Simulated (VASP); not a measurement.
# Sb (Pm-3m) in VASP: notebook

The runs below take Sb through electric field gradients, with PBEsol.

Everything below comes from runs of VASP 6.6.1. Logs are shortened: lines on timing, memory, paths and dates and some standing lists are left out, and cuts for length are marked.

## Step 1: The cell of the first run

The structure is cubic, space group Pm-3m (No. 221). The conventional cell has a = 3.170 Å, b = 3.170 Å, c = 3.170 Å, α = 90.00°, β = 90.00°, γ = 90.00°. Within 4.2 Å of Sb (site symmetry m-3m) lie 6 Sb at 3.17 Å.

## Step 2: Electric field gradients, PBEsol (volume scaled by 1.01)

Contents of INCAR:

```
SYSTEM = Sb
ALGO = Normal ; EDIFF = 1E-8
ENCUT = 520 ; GGA = PS
ISIF = 2 ; ISMEAR = -1
LASPH = .True. ; LCHARG = .False.
LEFG = .True. ; LREAL = .False.
LWAVE = .False. ; NBANDS = 8
NELM = 80 ; PREC = Accurate
SIGMA = 0.08
```

Contents of KPOINTS:

```
k-points
0
Gamma
  12 12 12
  0 0 0
```

Contents of POSCAR:

```
Sb
1.0
    3.1704984160      0.0000000000      0.0000000000
    0.0000000000      3.1704984160      0.0000000000
    0.0000000000      0.0000000000      3.1704984160
Sb
1
Direct
    0.0000000000      0.0000000000      0.0000000000
```

Potentials or basis: VASP PAW PBE potentials, release 64 (Sb).

The run is started by

```sh
$ cat potpaw_PBE.64/Sb/POTCAR > POTCAR
$ mpirun -np 1 vasp_std > vasp.out
```

OUTCAR:

```text
SYSTEM = Sb
   EDIFF = 1E-8
   ENCUT = 520
   GGA = PS
   ISIF = 2
   ISMEAR = -1
   LASPH = .True.
   LREAL = .False.
   NELM = 80
   PREC = Accurate

 ion  position               nearest neighbor table
   1  0.000  0.000  0.000-

  LATTYP: Found a simple cubic cell.
 ALAT       =     3.1704984160

  Lattice vectors:

 A1 = (   3.1704984160,   0.0000000000,   0.0000000000)
 A2 = (   0.0000000000,   3.1704984160,   0.0000000000)
 A3 = (   0.0000000000,   0.0000000000,   3.1704984160)

Analysis of symmetry for initial positions (statically):
=====================================================================
 Subroutine PRICEL returns:
 Original cell was already a primitive cell.

 Routine SETGRP: Setting up the symmetry group for a
 simple cubic supercell.

 Subroutine GETGRP returns: Found 48 space group operations
 (whereof 48 operations were pure point group operations)
 out of a pool of 48 trial point group operations.

The static configuration has the point symmetry O_h .

Analysis of symmetry for dynamics (positions and initial velocities):
=====================================================================
 Subroutine PRICEL returns:
 Original cell was already a primitive cell.

 Routine SETGRP: Setting up the symmetry group for a
 simple cubic supercell.

 Subroutine GETGRP returns: Found 48 space group operations
 (whereof 48 operations were pure point group operations)
 out of a pool of 48 trial point group operations.

The dynamic configuration has the point symmetry O_h .

 Subroutine INISYM returns: Found 48 space group operations
 (whereof 48 operations are pure point group operations),
 and found     1 'primitive' translations

----------------------------------------------------------------------------------------

                                     Primitive cell

  volume of cell :      31.8700

  direct lattice vectors                    reciprocal lattice vectors
     3.170498416  0.000000000  0.000000000     0.315407822  0.000000000  0.000000000
     0.000000000  3.170498416  0.000000000     0.000000000  0.315407822  0.000000000
     0.000000000  0.000000000  3.170498416     0.000000000  0.000000000  0.315407822

  length of vectors
[... 121 lines left out ...]
  ---------------------------------------------------
  ext. energy  EPLUGINS =         0.00000000
  ---------------------------------------------------
  free energy    TOTEN  =        -4.47404695 eV

  energy without entropy =       -4.45819781  energy(sigma->0) =       -4.46612238

 E-fermi :   6.2426     XC(G=0):  -9.4779

 val. band max:        6.2350670321   @ k =   0.1667   0.0000   0.0000
 cond. band min:       6.2693392232   @ k =   0.4167   0.4167   0.3333
 fundamental gap:      0.0342721911
 Fermi energy:         6.2426232588

 k-point     1 :       0.0000    0.0000    0.0000
  band No.  band energies     occupation
      1      -5.7290      2.00000
      2       9.2746      0.00000
      3       9.2746      0.00000
      4       9.2746      0.00000
      5      13.0663      0.00000
      6      13.0663      0.00000
      7      13.9185      0.00000
      8      23.5311      0.00000
[... 243 lines left out ...]
 k-point    24 :       0.4167    0.3333    0.0000
  band No.  band energies     occupation
      1      -2.3946      2.00000
      2       2.7725      2.00000
      3       4.4943      2.00000
      4      10.3444      0.00000
      5      12.1326      0.00000
      6      16.7182      0.00000
      7      18.8529      0.00000
      8      19.0866      0.00000

 [... further k-points ...]

------------------------ aborting loop because EDIFF is reached ----------------------------------------

  FORCE on cell =-STRESS in cart. coord.  units (eV):
  Direction    XX          YY          ZZ          XY          YZ          ZX
  --------------------------------------------------------------------------------------
  -------------------------------------------------------------------------------------
  Total       -0.9886203     -0.9886203     -0.9886203     -0.0000000     -0.0000000      0.0000000
  in kB      -49.7001276    -49.7001276    -49.7001276     -0.0000000     -0.0000000      0.0000000
  external PRESSURE =     -49.7001276 kB  Pullay stress =       0.0000000 kB

 VOLUME and BASIS-vectors are now :
 -----------------------------------------------------------------------------
  energy-cutoff  :      520.00
  volume of cell :       31.87
      direct lattice vectors                 reciprocal lattice vectors
     3.170498416  0.000000000  0.000000000     0.315407822  0.000000000  0.000000000
     0.000000000  3.170498416  0.000000000     0.000000000  0.315407822  0.000000000
     0.000000000  0.000000000  3.170498416     0.000000000  0.000000000  0.315407822

 POSITION                                       TOTAL-FORCE (eV/Angst)
 -----------------------------------------------------------------------------------
      0.00000      0.00000      0.00000         0.000000      0.000000      0.000000
 -----------------------------------------------------------------------------------
    total drift:                               -0.000000      0.000000      0.000000

  FREE ENERGIE OF THE ION-ELECTRON SYSTEM (eV)
  ---------------------------------------------------
  free  energy   TOTEN  =        -4.4740469531 eV

  energy  without entropy=       -4.4581978058  energy(sigma->0) =       -4.46612238

 Electric field gradients (V/A^2)
---------------------------------------------------------------------
 ion       V_xx      V_yy      V_zz      V_xy      V_xz      V_yz
---------------------------------------------------------------------
   1      -0.000    -0.000     0.000     0.000    -0.000     0.000
---------------------------------------------------------------------

 Electric field gradients after diagonalization (V/A^2)
 (convention: |V_zz| > |V_xx| > |V_yy|)
----------------------------------------------------------------------
 ion       V_xx      V_yy      V_zz     asymmetry (V_yy - V_xx)/ V_zz
----------------------------------------------------------------------
   1      -0.000    -0.000     0.000       0.085
----------------------------------------------------------------------

           NMR quadrupolar parameters

 Cq : quadrupolar parameter    Cq=e*Q*V_zz/h
 eta: asymmetry parameters     (V_yy - V_xx)/ V_zz
 Q  : nuclear electric quadrupole moment in mb (millibarn)
----------------------------------------------------------------------
 ion       Cq(MHz)       eta       Q (mb)
----------------------------------------------------------------------
   1       0.000       0.085       1.000
----------------------------------------------------------------------
```

Run time: 5 s. Hardware: 1 thread of Intel Xeon 6975P-C (Granite Rapids), shared host; peak memory 0.15 GiB.

What came out:

```
Free energy : -4.4740 eV
Pressure    : -5.0 GPa
```

Levels at points of the mesh, in eV from the Fermi level:
| k point | band 1 | band 2 | band 3 | band 4 | band 5 | band 6 | band 7 | band 8 |
| --- | --- | --- | --- | --- | --- | --- | --- | --- |
| (0.00, 0.00, 0.00) | -11.97 | 3.03 | 3.03 | 3.03 | 6.82 | 6.82 | 7.68 | 17.29 |
| (0.50, 0.00, 0.00) | -9.78 | -5.21 | 4.83 | 4.83 | 8.82 | 10.27 | 10.91 | 11.19 |
| (0.50, 0.50, 0.00) | -7.49 | -3.31 | -3.31 | 2.29 | 6.63 | 12.30 | 12.98 | 12.98 |
| (0.50, 0.50, 0.50) | -4.98 | -1.54 | -1.54 | -1.54 | 4.84 | 4.84 | 4.84 | 6.91 |

Caveat: without QUAD_EFG the Cq values of the log hold for a quadrupole moment of 1 mb, not for the nuclei; the PAW data sets were made with another functional, which shifts forces and pressure a little; spin-orbit coupling is left out, which moves the levels of the heavy elements.

## Step 3: Electric field gradients, PBEsol (volume scaled by 1.02)

Contents of INCAR:

```
SYSTEM = Sb
PREC = Accurate ; ENCUT = 520
EDIFF = 1E-8 ; ISMEAR = -1
SIGMA = 0.08 ; LREAL = .False.
LASPH = .True. ; NELM = 80
ALGO = Normal ; ISIF = 2
LWAVE = .False. ; LCHARG = .False.
GGA = PS ; LEFG = .True.
NBANDS = 8
```

Contents of KPOINTS:

```
regular mesh
0
Gamma
  12 12 12
  0 0 0
```

Contents of POSCAR:

```
Sb
1.0
    3.1809277622      0.0000000000      0.0000000000
    0.0000000000      3.1809277622      0.0000000000
    0.0000000000      0.0000000000      3.1809277622
Sb
1
Direct
    0.0000000000      0.0000000000      0.0000000000
```

Potentials or basis: VASP PAW PBE potentials, release 64 (Sb).

The run is started by

```sh
$ cat potpaw_PBE.64/Sb/POTCAR > POTCAR
$ mpirun -np 1 vasp_std > vasp.out
```

OUTCAR:

```text
SYSTEM = Sb
   PREC = Accurate
   ENCUT = 520
   EDIFF = 1E-8
   ISMEAR = -1
   LREAL = .False.
   LASPH = .True.
   NELM = 80
   ISIF = 2
   GGA = PS

 ion  position               nearest neighbor table
   1  0.000  0.000  0.000-

  LATTYP: Found a simple cubic cell.
 ALAT       =     3.1809277622

  Lattice vectors:

 A1 = (   3.1809277622,   0.0000000000,   0.0000000000)
 A2 = (   0.0000000000,   3.1809277622,   0.0000000000)
 A3 = (   0.0000000000,   0.0000000000,   3.1809277622)

Analysis of symmetry for initial positions (statically):
=====================================================================
 Subroutine PRICEL returns:
 Original cell was already a primitive cell.

 Routine SETGRP: Setting up the symmetry group for a
 simple cubic supercell.

 Subroutine GETGRP returns: Found 48 space group operations
 (whereof 48 operations were pure point group operations)
 out of a pool of 48 trial point group operations.

The static configuration has the point symmetry O_h .

Analysis of symmetry for dynamics (positions and initial velocities):
=====================================================================
 Subroutine PRICEL returns:
 Original cell was already a primitive cell.

 Routine SETGRP: Setting up the symmetry group for a
 simple cubic supercell.

 Subroutine GETGRP returns: Found 48 space group operations
 (whereof 48 operations were pure point group operations)
 out of a pool of 48 trial point group operations.

The dynamic configuration has the point symmetry O_h .

 Subroutine INISYM returns: Found 48 space group operations
 (whereof 48 operations are pure point group operations),
 and found     1 'primitive' translations

----------------------------------------------------------------------------------------

                                     Primitive cell

  volume of cell :      32.1856

  direct lattice vectors                    reciprocal lattice vectors
     3.180927762  0.000000000  0.000000000     0.314373691  0.000000000  0.000000000
     0.000000000  3.180927762  0.000000000     0.000000000  0.314373691  0.000000000
     0.000000000  0.000000000  3.180927762     0.000000000  0.000000000  0.314373691

  length of vectors
     3.180927762  3.180927762  3.180927762     0.314373691  0.314373691  0.314373691

  position of ions in fractional coordinates (direct lattice)
     0.000000000  0.000000000  0.000000000

  ion indices of the primitive-cell ions
   primitive index   ion index
                 1           1

----------------------------------------------------------------------------------------

 KPOINTS: regular mesh

Automatic generation of k-mesh.
 Grid dimensions read from file:
 generate k-points for:   12   12   12

 Generating k-lattice:

  Cartesian coordinates                     Fractional coordinates (reciprocal lattice)
     0.026197808  0.000000000  0.000000000     0.083333333  0.000000000  0.000000000
     0.000000000  0.026197808  0.000000000     0.000000000  0.083333333  0.000000000
     0.000000000  0.000000000  0.026197808     0.000000000  0.000000000  0.083333333

[... 66 lines left out ...]
   PSTRESS=    0.0 pullay stress
   NELECT =       5.0000    total number of electrons
   NUPDOWN=      -1.0000    fix difference up-down
   EMIN   =  10.00;   EMAX   =-10.00  energy-range for DOS
   EFERMI =   0.00;   METHOD = LEGACY
   ISMEAR =    -1;   SIGMA  =   0.08  broadening in eV -4-tet -1-fermi 0-gaus
   EFERMI_NEDOS =   21; number of points for ismear=-14 and -15
   IALGO  =     38    algorithm
   IMIX   =      4    mixing-type and parameters
     AMIX     =   0.40;   BMIX     =  1.00
     AMIX_MAG =   1.60;   BMIX_MAG =  1.00
  volume/ion in A,a.u.               =      32.19       217.20
  Fermi-wavevector in a.u.,A,eV,Ry     =   0.880057  1.663067 10.537728  0.774501
  Thomas-Fermi vector in A             =   2.000366
   LORBIT       =      0    0 simple, 1 ext, 2 COOP (PROOUT), +10 PAW based schemes
   GGA     = PS    functional components
   LHFCALC =     F    Hartree Fock is set to
   AEXX    =    0.0000 exact exchange contribution
   IVDW    =     0    specifies the selected vdW correction
   LEPSILON=     F    determine dielectric tensor
   LRPA    =     F    only Hartree local field effects (RPA)
 non-spin polarized calculation
  energy-cutoff  :      520.00
  volume of cell :       32.19
 maximum number of plane-waves:       912
 NGX is ok and might be reduce to    24
   NGX = 11   NGY = 11   NGZ = 11

 number of electron       5.0000001 magnetization

 Free energy of the ion-electron system (eV)
  ---------------------------------------------------
  ext. energy  EPLUGINS =         0.00000000
  ---------------------------------------------------
  free energy    TOTEN  =        -4.46390349 eV

  energy without entropy =       -4.44798352  energy(sigma->0) =       -4.45594350

 E-fermi :   6.1246     XC(G=0):  -9.4372

 val. band max:        6.1156770936   @ k =   0.4167   0.2500   0.0833
 cond. band min:       6.1262687110   @ k =   0.1667   0.0000   0.0000
 fundamental gap:      0.0105916174
 Fermi energy:         6.1245739839

 k-point     1 :       0.0000    0.0000    0.0000
  band No.  band energies     occupation
      1      -5.7750      2.00000
      2       9.1341      0.00000
      3       9.1341      0.00000
      4       9.1341      0.00000
      5      12.9417      0.00000
      6      12.9417      0.00000
      7      13.7451      0.00000
      8      23.3581      0.00000
[... 243 lines left out ...]
 k-point    24 :       0.4167    0.3333    0.0000
  band No.  band energies     occupation
      1      -2.4869      2.00000
      2       2.6990      2.00000
      3       4.3959      2.00000
      4      10.2451      0.00000
      5      11.9450      0.00000
      6      16.5592      0.00000
      7      18.6969      0.00000
      8      18.9358      0.00000

 [... further k-points ...]

------------------------ aborting loop because EDIFF is reached ----------------------------------------

  FORCE on cell =-STRESS in cart. coord.  units (eV):
  Direction    XX          YY          ZZ          XY          YZ          ZX
  --------------------------------------------------------------------------------------
  -------------------------------------------------------------------------------------
  Total       -1.0706826     -1.0706826     -1.0706826      0.0000000     -0.0000000     -0.0000000
  in kB      -53.2978772    -53.2978772    -53.2978772      0.0000000     -0.0000000     -0.0000000
  external PRESSURE =     -53.2978772 kB  Pullay stress =       0.0000000 kB

 VOLUME and BASIS-vectors are now :
 -----------------------------------------------------------------------------
  energy-cutoff  :      520.00
  volume of cell :       32.19
      direct lattice vectors                 reciprocal lattice vectors
     3.180927762  0.000000000  0.000000000     0.314373691  0.000000000  0.000000000
     0.000000000  3.180927762  0.000000000     0.000000000  0.314373691  0.000000000
     0.000000000  0.000000000  3.180927762     0.000000000  0.000000000  0.314373691

 POSITION                                       TOTAL-FORCE (eV/Angst)
 -----------------------------------------------------------------------------------
      0.00000      0.00000      0.00000         0.000000      0.000000      0.000000
 -----------------------------------------------------------------------------------
    total drift:                               -0.000000      0.000000      0.000000

  FREE ENERGIE OF THE ION-ELECTRON SYSTEM (eV)
  ---------------------------------------------------
  free  energy   TOTEN  =        -4.4639034905 eV

  energy  without entropy=       -4.4479835184  energy(sigma->0) =       -4.45594350

 Electric field gradients (V/A^2)
---------------------------------------------------------------------
 ion       V_xx      V_yy      V_zz      V_xy      V_xz      V_yz
---------------------------------------------------------------------
   1       0.000     0.000     0.000    -0.000    -0.000     0.000
---------------------------------------------------------------------

 Electric field gradients after diagonalization (V/A^2)
 (convention: |V_zz| > |V_xx| > |V_yy|)
----------------------------------------------------------------------
 ion       V_xx      V_yy      V_zz     asymmetry (V_yy - V_xx)/ V_zz
----------------------------------------------------------------------
   1       0.000     0.000     0.000      -0.361
----------------------------------------------------------------------

           NMR quadrupolar parameters

 Cq : quadrupolar parameter    Cq=e*Q*V_zz/h
 eta: asymmetry parameters     (V_yy - V_xx)/ V_zz
 Q  : nuclear electric quadrupole moment in mb (millibarn)
----------------------------------------------------------------------
 ion       Cq(MHz)       eta       Q (mb)
----------------------------------------------------------------------
   1       0.000      -0.361       1.000
----------------------------------------------------------------------
```

OSZICAR:

```text
N       E                     dE             d eps       ncg     rms          rms(c)
DAV:   1     0.472778505677E+01    0.47278E+01   -0.15880E+03  1344   0.399E+02
DAV:   2    -0.433981757240E+01   -0.90676E+01   -0.87610E+01  1920   0.515E+01
DAV:   3    -0.446448515003E+01   -0.12467E+00   -0.12385E+00  1576   0.677E+00
DAV:   4    -0.446504996791E+01   -0.56482E-03   -0.56478E-03  2080   0.547E-01
DAV:   5    -0.446505200001E+01   -0.20321E-05   -0.20323E-05  1632   0.218E-02    0.161E+00
DAV:   6    -0.446434506684E+01    0.70693E-03   -0.93660E-04  1688   0.163E-01    0.937E-01
DAV:   7    -0.446389810207E+01    0.44696E-03   -0.20408E-03  1432   0.239E-01    0.636E-02
DAV:   8    -0.446390285046E+01   -0.47484E-05   -0.57429E-05  1712   0.492E-02    0.599E-03
DAV:   9    -0.446390369489E+01   -0.84444E-06   -0.96818E-07  1976   0.725E-03    0.239E-03
DAV:  10    -0.446390343199E+01    0.26290E-06   -0.32039E-07  1728   0.277E-03    0.432E-04
DAV:  11    -0.446390348209E+01   -0.50101E-07   -0.56410E-09  1696   0.476E-04    0.114E-04
DAV:  12    -0.446390349053E+01   -0.84410E-08   -0.19176E-09  1216   0.243E-04
   1 F= -.44639035E+01 E0= -.44559435E+01  d E =-.159200E-01
```

Wall time 5.2 s (1 thread of Intel Xeon 6975P-C (Granite Rapids), shared host); peak memory 0.15 GiB.

Results:

```yaml
Free_energy: -4.4639 eV
Pressure: -5.3 GPa
```

Caveat: without QUAD_EFG the Cq values of the log hold for a quadrupole moment of 1 mb, not for the nuclei; the PAW data sets were made with another functional, which shifts forces and pressure a little; spin-orbit coupling is left out, which moves the levels of the heavy elements.
